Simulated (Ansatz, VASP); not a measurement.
**One calculation of Be, two programs**

```
CELL_PARAMETERS angstrom
1.24467 -3.83219 0.00000
1.24467 3.83219 0.00000
0.00000 0.00000 2.05305
ATOMIC_POSITIONS crystal
Be 0.86606 0.13394 0.00000
Be 0.13394 0.86606 0.00000
```

Alike in both runs: functional PBE; k mesh 22 × 22 × 28; occupations gaussian, width 0.1 eV; no spin polarisation.

Ansatz relaxed the structure, and its values are those at the end. VASP's run is a single point on that final structure, the one shown.

|  | VASP | Ansatz |
| --- | --- | --- |
| version | VASP 6.6.1 | Ansatz 0.2.0 |
| potentials or method | VASP PAW PBE potentials, release 64 (Be), cutoff 520 eV | scalar-relativistic, plane waves, PAW |
| valence electrons in the cell | 4 | 4 |

```csv
,VASP,Ansatz,Ansatz less VASP
gap on the k mesh at the Fermi level (eV),none,none,-
pressure (GPa),0.1,0.0,-0.09
```

A gap of «none» marks a metal or a gap that the smearing closes. The functional is the same, so the differences come from potentials, cutoffs and numerics.
